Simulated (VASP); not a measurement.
Set up this calculation in VASP 6.6.1, as the native input.

- Task: single point
- Functional: PBE
- Potentials or basis: VASP PAW PBE potentials, release 64 (Mn_pv, S)
- Cutoff: 520 eV
- k mesh: 12 × 12 × 12
- Occupations: gaussian, width 0.05 eV
- Spin: collinear spin, ferromagnetic start
- Starting moments: [4.24, 0.0] μB
- Dipole correction: no
- Further INCAR settings: ALGO = Normal; EDIFF = 1e-07; NBANDS = 20

The structure of MnS lies in POSCAR:

```
MnS
1.0
    0.0000000000      2.5461779468      2.5461779468
    2.5461779468      0.0000000000      2.5461779468
    2.5461779468      2.5461779468      0.0000000000
Mn S
1 1
Direct
    0.0000000000      0.0000000000      0.0000000000
    0.5000000000      0.5000000000      0.5000000000
```

The input as run:

INCAR

```
SYSTEM = MnS
PREC = Accurate
ENCUT = 520
EDIFF = 1E-7
ISMEAR = 0
SIGMA = 0.05
LREAL = .FALSE.
LASPH = .TRUE.
NELM = 150
ALGO = Normal
ISIF = 2
LWAVE = .FALSE.
LCHARG = .FALSE.
ISPIN = 2
MAGMOM = 4.24 0
LORBIT = 11
LMAXMIX = 4
GGA = PE
NBANDS = 20
```

KPOINTS

```
regular mesh
0
G
  12 12 12
  0 0 0
```

Potentials or basis: VASP PAW PBE potentials, release 64 (Mn_pv, S).

Command:

```bash
$ cat potpaw_PBE.64/Mn_pv/POTCAR potpaw_PBE.64/S/POTCAR > POTCAR
$ mpirun -np 1 vasp_std > vasp.out
```

It gave:

```json
{"Pressure": "-0.2 GPa", "Net moment": "4.46 μB per cell", "Site moments": "Mn +4.08; S +0.08 μB", "Valence electrons inside the program's atomic spheres": "Mn 11.38; S 3.74"}
```

Caveat: a cell with one magnetic atom can't hold antiferromagnetic order, which such compounds often take.

It took 50 s on 1 thread of Intel(R) Xeon(R) 6975P-C (Granite Rapids) (shared host), peak memory 0.21 GiB.
